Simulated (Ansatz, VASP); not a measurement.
BaTiO3: VASP beside Ansatz

INCAR

```
ALGO = Normal
EDIFF = 1E-6
ENCUT = 1340
GGA = PE
GGA_COMPAT = F
ISIF = 2
ISMEAR = 0
LASPH = T
LCHARG = F
LREAL = F
LWAVE = F
NBANDS = 28
NELM = 120
PREC = Accurate
SIGMA = 0.01
```

File KPOINTS:

```
k-points
0
Gamma
  6 6 6
```

POSCAR

```
BaTiO3
1.0
    3.9380885754      0.0000000000      0.0000000000
    0.0000000000      3.9380885754      0.0000000000
    0.0000000000      0.0000000000      3.9380885754
Ba Ti O
1 1 3
Direct
    0.5000000000      0.5000000000      0.5000000000
    0.0000000000      0.0000000000      0.0000000000
    0.5000000000      0.0000000000      0.0000000000
    0.0000000000      0.5000000000      0.0000000000
    0.0000000000      0.0000000000      0.5000000000
```

Input for Ansatz:

```yaml
crystal:
  lattice:
    - [3.9380885754011836, 0.0, 0.0]
    - [0.0, 3.9380885754011836, 0.0]
    - [0.0, 0.0, 3.9380885754011836]
  atoms:
    - { symbol: Ba, position: [0.5, 0.5, 0.5] }
    - { symbol: Ti, position: [0.0, 0.0, 0.0] }
    - { symbol: O, position: [0.5, 0.0, 0.0] }
    - { symbol: O, position: [0.0, 0.5, 0.0] }
    - { symbol: O, position: [0.0, 0.0, 0.5] }
basis:
  ecutwfc: 550.0
kpoints:
  mp_grid:
    grid: [6, 6, 6]
hamiltonian:
  xc: pbe
  pseudopotentials:
    kind: paw
scf:
  occupations:
    method: fixed
output:
  stress: true
```

Alike in both runs: task single point; functional PBE; k mesh 6 × 6 × 6; no spin polarisation.

|  | VASP | Ansatz |
| --- | --- | --- |
| version | VASP 6.6.1 | Ansatz 0.2.0 |
| potentials or method | VASP PAW PBE potentials, release 64 (Ba_sv, Ti_sv, O_h), cutoff 1340 eV | plane waves, PAW |
| occupations | gaussian, width 0.01 eV | fixed |
| valence electrons in the cell | 40 | 40 |

VASP gave:

```
pressure (GPa) : 13.4
```

**Question.** Estimate Ansatz's values.

**Answer.** Pressure (GPa): 11.4.

Neither program's run includes spin-orbit coupling.
